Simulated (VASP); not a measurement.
# C (C2/m) in VASP: notebook

The runs below take C through single point, relaxation of cell and atoms, with r2SCAN.

Program: VASP 6.6.1. These are calculated values, not measurements. Logs are shortened: lines on timing, memory, paths and dates and some standing lists are left out, and cuts for length are marked.

### Step 1. The cell of the first run

The typed cell holds 2 atoms: a = 2.456 Å, b = 2.456 Å, c = 3.808 Å, α = 108.78°, β = 108.78°, γ = 60.00°.

### Step 2. Single point, r2SCAN

Contents of POSCAR:

```
C
1.0
    2.1268362731     -1.2279462884     -0.0110113261
    2.1268362731      1.2279462884     -0.0110113261
   -1.3968870171      0.0000000000      3.5424027035
C
2
Direct
    0.8333362720      0.8333362720      0.0000129789
    0.1666637280      0.1666637280      0.9999870211
```

Contents of INCAR.step1:

```
SYSTEM = C
PREC     = Accurate       ! precision mode
ENCUT    = 520            ! plane-wave cutoff, eV
ISMEAR   = 0              ! smearing method
SIGMA    = 0.02           ! smearing width, eV
LREAL    = .False.        ! projectors in reciprocal space
LASPH    = .True.         ! aspherical terms in the spheres
NELM     = 80             ! most SCF steps
NBANDS   = 11             ! bands
GGA      = PE             ! functional
ALGO     = Normal         ! electronic algorithm
EDIFF    = 1E-4           ! SCF threshold, eV
LWAVE    = .True.         ! write WAVECAR
LCHARG   = .False.        ! write CHGCAR
```

Contents of INCAR.step2:

```
SYSTEM = C
PREC     = Accurate       ! precision mode
ENCUT    = 520            ! plane-wave cutoff, eV
EDIFF    = 1E-6           ! SCF threshold, eV
ISMEAR   = 0              ! smearing method
SIGMA    = 0.02           ! smearing width, eV
LREAL    = .False.        ! projectors in reciprocal space
LASPH    = .True.         ! aspherical terms in the spheres
NELM     = 80             ! most SCF steps
ALGO     = Normal         ! electronic algorithm
ISIF     = 2              ! what is computed and relaxed
LWAVE    = .False.        ! write WAVECAR
LCHARG   = .False.        ! write CHGCAR
METAGGA  = R2SCAN         ! meta-GGA
LMIXTAU  = .True.       
NBANDS   = 11             ! bands
ISTART   = 1
```

Contents of KPOINTS:

```
Automatic mesh
0
Gamma
  14 14 8
  0 0 0
```

Potentials or basis: VASP PAW PBE potentials, release 64 (C).

The run is started by

```
$ cat potpaw_PBE.64/C/POTCAR > POTCAR
$ cp INCAR.step1 INCAR
$ mpirun -np 1 vasp_std > vasp.out
$ cp INCAR.step2 INCAR
$ mpirun -np 1 vasp_std > vasp.out
```

OUTCAR:

```text
SYSTEM = C
   PREC = Accurate
   ENCUT = 520
   EDIFF = 1E-6
   ISMEAR = 0
   LREAL = .False.
   LASPH = .True.
   NELM = 80
   ISIF = 2
   METAGGA = R2SCAN
   ISTART = 1

 ion  position               nearest neighbor table
   1  0.833  0.833  0.000-   2 1.42   2 1.42   2 1.42
   2  0.167  0.167  1.000-   1 1.42   1 1.42   1 1.42

  LATTYP: Found a base centered monoclinic cell.
 ALAT       =     4.2537295550
 B/A-ratio  =     0.5773504274
 C/A-ratio  =     0.8951849710
 COS(beta)  =    -0.3716530380

  Lattice vectors:

 A1 = (   2.1268362731,  -1.2279462884,  -0.0110113261)
 A2 = (   2.1268362731,   1.2279462884,  -0.0110113261)
 A3 = (  -1.3968870171,   0.0000000000,   3.5424027035)

Analysis of symmetry for initial positions (statically):
=====================================================================
 Subroutine PRICEL returns:
 Original cell was already a primitive cell.

 Routine SETGRP: Setting up the symmetry group for a
 base centered monoclinic supercell.

 Subroutine GETGRP returns: Found  4 space group operations
 (whereof  4 operations were pure point group operations)
 out of a pool of  4 trial point group operations.

The static configuration has the point symmetry C_2h.

Analysis of symmetry for dynamics (positions and initial velocities):
=====================================================================
 Subroutine PRICEL returns:
 Original cell was already a primitive cell.

 Routine SETGRP: Setting up the symmetry group for a
 base centered monoclinic supercell.

 Subroutine GETGRP returns: Found  4 space group operations
 (whereof  4 operations were pure point group operations)
 out of a pool of  4 trial point group operations.

The dynamic configuration has the point symmetry C_2h.

 Subroutine INISYM returns: Found  4 space group operations
 (whereof  4 operations are pure point group operations),
 and found     1 'primitive' translations

----------------------------------------------------------------------------------------

                                     Primitive cell

  volume of cell :      18.4652

  direct lattice vectors                    reciprocal lattice vectors
     2.126836273 -1.227946288 -0.011011326     0.235571911 -0.407183934  0.092893827
     2.126836273  1.227946288 -0.011011326     0.235571911  0.407183934  0.092893827
    -1.396887017  0.000000000  3.542402704     0.001464520  0.000000000  0.282871783

  length of vectors
     2.455892072  2.455892072  3.807874768     0.479501975  0.479501975  0.282875574

  position of ions in fractional coordinates (direct lattice)
     0.833336272  0.833336272  0.000012979
     0.166663728  0.166663728  0.999987021

  ion indices of the primitive-cell ions
   primitive index   ion index
                 1           1
                 2           2

----------------------------------------------------------------------------------------

 KPOINTS: Automatic mesh

Automatic generation of k-mesh.
 Grid dimensions read from file:
 generate k-points for:   14   14    8

 Generating k-lattice:

  Cartesian coordinates                     Fractional coordinates (reciprocal lattice)
     0.016826565 -0.029084567  0.006635273     0.071428571  0.000000000  0.000000000
     0.016826565  0.029084567  0.006635273     0.000000000  0.071428571  0.000000000
     0.000183065  0.000000000  0.035358973     0.000000000  0.000000000  0.125000000

  Length of vectors
     0.034250141  0.034250141  0.035359447

  Shift w.r.t. Gamma in fractional coordinates (k-lattice)
     0.000000000  0.000000000  0.000000000

 Subroutine IBZKPT returns following result:
 ===========================================

 Found    429 irreducible k-points:

 Following reciprocal coordinates:
            Coordinates               Weight
  0.000000  0.000000  0.000000      1.000000
  0.071429  0.000000  0.000000      4.000000
  0.142857 -0.000000  0.000000      4.000000
  0.214286 -0.000000  0.000000      4.000000
  0.285714  0.000000  0.000000      4.000000
  0.357143 -0.000000  0.000000      4.000000
[... 16 lines left out ...]
  0.214286  0.142857  0.000000      4.000000
  0.285714  0.142857  0.000000      4.000000
 [... further k-points ...]
   k-points           NKPTS =    429   k-points in BZ     NKDIM =    429   number of bands    NBANDS=     11
   number of dos      NEDOS =    301   number of ions     NIONS =      2
   total plane-waves  NPLWV =   9072
   dimension x,y,z NGX =    18 NGY =   18 NGZ =   28
   dimension x,y,z NGXF=    36 NGYF=   36 NGZF=   56
   ions per type =               2
   NGX,Y,Z   is equivalent  to a cutoff of  12.18, 12.18, 12.22 a.u.
   NGXF,Y,Z  is equivalent  to a cutoff of  24.37, 24.37, 24.45 a.u.
 SYSTEM =  C
   PREC   = accura    normal or accurate (medium, high low for compatibility)
   ISTART =      1    job   : 0-new  1-cont  2-samecut
   ICHARG =      0    charge: 1-file 2-atom 10-const
   ISPIN  =      1    spin polarized calculation?
   LNONCOLLINEAR =      F non collinear calculations
   LSORBIT =      F    spin-orbit coupling
   LASPH  =      T    aspherical Exc in radial PAW
   ENCUT  =  520.0 eV  38.22 Ry    6.18 a.u.   4.57  4.57  7.08*2*pi/ulx,y,z
   NELM   =     80;   NELMIN=  2; NELMDL=  0     # of ELM steps
   EDIFF  = 0.1E-05   stopping-criterion for ELM
   LREAL  =      F    real-space projection
   EDIFFG = 0.1E-04   stopping-criterion for IOM
   NSW    =      0    number of steps for IOM
   IBRION =     -1    ionic relax: 0-MD 1-quasi-New 2-CG
   NFREE  =      0    steps in history (QN), initial steepest desc. (CG)
   ISIF   =      2    stress and relaxation
   ISYM   =      2    0-nonsym 1-usesym 2-fastsym
   POTIM  = 0.5000    time-step for ionic-motion
   TEBEG  =    0.0;   TEEND  =   0.0 temperature during run
   PSTRESS=    0.0 pullay stress
   NELECT =       8.0000    total number of electrons
   NUPDOWN=      -1.0000    fix difference up-down
   EMIN   =  10.00;   EMAX   =-10.00  energy-range for DOS
   EFERMI =   0.00;   METHOD = LEGACY
   ISMEAR =     0;   SIGMA  =   0.02  broadening in eV -4-tet -1-fermi 0-gaus
   EFERMI_NEDOS =   21; number of points for ismear=-14 and -15
   IALGO  =     38    algorithm
   IMIX   =      4    mixing-type and parameters
     AMIX     =   0.40;   BMIX     =  1.00
     AMIX_MAG =   1.60;   BMIX_MAG =  1.00
  volume/ion in A,a.u.               =       9.23        62.30
  Fermi-wavevector in a.u.,A,eV,Ry     =   1.238759  2.340915 20.878471  1.534524
  Thomas-Fermi vector in A             =   2.373271
   LORBIT       =      0    0 simple, 1 ext, 2 COOP (PROOUT), +10 PAW based schemes
   METAGGA = R2SCAN    functional components
   LHFCALC =     F    Hartree Fock is set to
   AEXX    =    0.0000 exact exchange contribution
   IVDW    =     0    specifies the selected vdW correction
   LEPSILON=     F    determine dielectric tensor
   LRPA    =     F    only Hartree local field effects (RPA)
 non-spin polarized calculation
 Gauss-broadening in eV      SIGMA  =   0.02
  energy-cutoff  :      520.00
  volume of cell :       18.47
 maximum number of plane-waves:       517
   NGX =  9   NGY =  9   NGZ = 15

 number of electron       8.0000000 magnetization

 Free energy of the ion-electron system (eV)
  ---------------------------------------------------
  ext. energy  EPLUGINS =         0.00000000
  ---------------------------------------------------
  free energy    TOTEN  =       -19.87701032 eV

  energy without entropy =      -19.87701032  energy(sigma->0) =      -19.87701032

 E-fermi :   3.9667     XC(G=0): -10.7696

 val. band max:        3.8472550874   @ k =  -0.3571   0.3571   0.5000
 cond. band min:       4.7441331652   @ k =  -0.3571   0.3571   0.5000
 fundamental gap:      0.8968780778
 Fermi energy:         3.9666886812

 k-point     1 :       0.0000    0.0000    0.0000
  band No.  band energies     occupation
      1     -16.6979      2.00000
      2      -3.0706      2.00000
      3       1.0364      2.00000
      4       1.0368      2.00000
      5       8.2322      0.00000
      6      12.9917      0.00000
      7      12.9919      0.00000
      8      16.6880      0.00000
      9      17.5772      0.00000
     10      28.3089      0.00000
     11      29.3169      0.00000

 k-point     2 :       0.0714    0.0000    0.0000
  band No.  band energies     occupation
      1     -16.5678      2.00000
      2      -2.9319      2.00000
      3       0.5118      2.00000
      4       0.7653      2.00000
      5       8.4124      0.00000
      6      13.0707      0.00000
      7      13.5448      0.00000
      8      16.2086      0.00000
      9      17.8193      0.00000
     10      28.6963      0.00000
     11      28.8432      0.00000

 k-point     3 :       0.1429   -0.0000    0.0000
  band No.  band energies     occupation
      1     -16.1790      2.00000
      2      -2.5182      2.00000
      3      -0.8573      2.00000
      4       0.0934      2.00000
      5       8.9524      0.00000
      6      13.1148      0.00000
      7      14.9105      0.00000
      8      15.0503      0.00000
      9      18.5922      0.00000
     10      27.1618      0.00000
     11      29.7480      0.00000

 k-point     4 :       0.2143   -0.0000    0.0000
  band No.  band energies     occupation
      1     -15.5349      2.00000
      2      -2.6927      2.00000
      3      -1.8372      2.00000
      4      -0.7177      2.00000
      5       9.8436      0.00000
      6      12.9264      0.00000
      7      13.1244      0.00000
      8      17.2097      0.00000
      9      19.7694      0.00000
     10      25.2310      0.00000
     11      28.3455      0.00000
[... 239 lines left out ...]
 k-point    22 :       0.1429    0.1429    0.0000
  band No.  band energies     occupation
      1     -16.1672      2.00000
      2      -2.6322      2.00000
      3      -0.8466      2.00000
      4       0.0843      2.00000
      5       9.2335      0.00000
      6      13.0854      0.00000
      7      14.8777      0.00000
      8      15.0514      0.00000
      9      18.6241      0.00000
     10      26.8137      0.00000
     11      29.7465      0.00000

 k-point    23 :       0.2143    0.1429    0.0000
  band No.  band energies     occupation
      1     -15.7751      2.00000
      2      -2.2701      2.00000
      3      -1.8390      2.00000
      4      -0.6465      2.00000
      5       9.8990      0.00000
      6      13.4413      0.00000
      7      13.7725      0.00000
      8      15.7246      0.00000
      9      19.6465      0.00000
     10      25.1619      0.00000
     11      30.0766      0.00000

 k-point    24 :       0.2857    0.1429    0.0000
  band No.  band energies     occupation
      1     -15.1302      2.00000
      2      -3.1137      2.00000
      3      -1.7830      2.00000
      4      -1.6320      2.00000
      5      10.8981      0.00000
      6      12.2028      0.00000
      7      14.3994      0.00000
      8      16.0643      0.00000
      9      21.3831      0.00000
     10      23.1079      0.00000
     11      29.2072      0.00000

 [... further k-points ...]
[... 5 lines left out ...]
  --------------------------------------------------------------------------------------
  -------------------------------------------------------------------------------------
  Total        0.1159291      0.1159329     -0.0123977      0.0000000      0.0000000     -0.0009806
  in kB       10.0588737     10.0592022     -1.0757191      0.0000000      0.0000000     -0.0850856
  external PRESSURE =       6.3474523 kB  Pullay stress =       0.0000000 kB

 VOLUME and BASIS-vectors are now :
 -----------------------------------------------------------------------------
  energy-cutoff  :      520.00
  volume of cell :       18.47
      direct lattice vectors                 reciprocal lattice vectors
     2.126836273 -1.227946288 -0.011011326     0.235571911 -0.407183934  0.092893827
     2.126836273  1.227946288 -0.011011326     0.235571911  0.407183934  0.092893827
    -1.396887017  0.000000000  3.542402704     0.001464520  0.000000000  0.282871783

 POSITION                                       TOTAL-FORCE (eV/Angst)
 -----------------------------------------------------------------------------------
      3.54472      0.00000     -0.01831         0.000768      0.000000     -0.000222
     -0.68794      0.00000      3.53869        -0.000768      0.000000      0.000222
 -----------------------------------------------------------------------------------
    total drift:                               -0.000000     -0.000000      0.000000

  FREE ENERGIE OF THE ION-ELECTRON SYSTEM (eV)
  ---------------------------------------------------
  free  energy   TOTEN  =       -19.8770103234 eV

  energy  without entropy=      -19.8770103234  energy(sigma->0) =      -19.87701032
```

Wall time 1.7 min (1 thread of Intel Xeon 6975P-C (Granite Rapids), shared host); peak memory 0.17 GiB.

What came out:

```
Free energy            : -19.8770 eV
Pressure               : 0.6 GPa
Band gap on the k mesh : 0.90 eV, direct
```

Stress tensor (GPa, compression positive):
```
 1.01  0.00 -0.01
 0.00  1.01  0.00
-0.01  0.00 -0.11
```

Caveat: the PAW data sets were made with another functional, which shifts forces and pressure a little.

(Part 1 of 2 ends here.)
